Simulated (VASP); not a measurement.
# LiCl: single point with PBE

Crystal: LiCl.

```xyz
2
Lattice="0.0000 2.5560 2.5560 2.5560 0.0000 2.5560 2.5560 2.5560 0.0000" Properties=species:S:1:pos:R:3 pbc="T T T"
Li    0.0000    0.0000    0.0000
Cl    2.5560    2.5560    2.5560
```

```json
{
  "Program": "VASP 6.6.1",
  "Task": "single point",
  "Functional": "PBE",
  "Potentials or basis": "VASP PAW PBE potentials, release 64 (Li_sv, Cl)",
  "Cutoff": "520 eV",
  "k mesh": "6 × 6 × 6",
  "Occupations": "gaussian, width 0.01 eV",
  "Spin": "no spin polarisation"
}
```

| Property | Result |
| --- | --- |
| Band gap on the k mesh | 6.40 eV, direct |

Levels at points of the mesh, in eV from the valence-band top:
```tsv
k point	band 3	band 4	band 5	band 6	band 7	band 8
(0.00, 0.00, 0.00)	0.00	0.00	0.00	6.40	11.95	11.95
(0.50, 0.00, 0.00)	-2.85	-0.26	-0.26	6.77	9.51	9.51
(0.50, 0.50, 0.00)	-2.94	-1.12	-1.12	7.91	8.28	12.53
```

It took 5.1 s on 1 thread of Intel(R) Xeon(R) Platinum 8559C (Emerald Rapids), on a shared host, peak memory 0.15 GiB.

 A k mesh can miss the band edges.
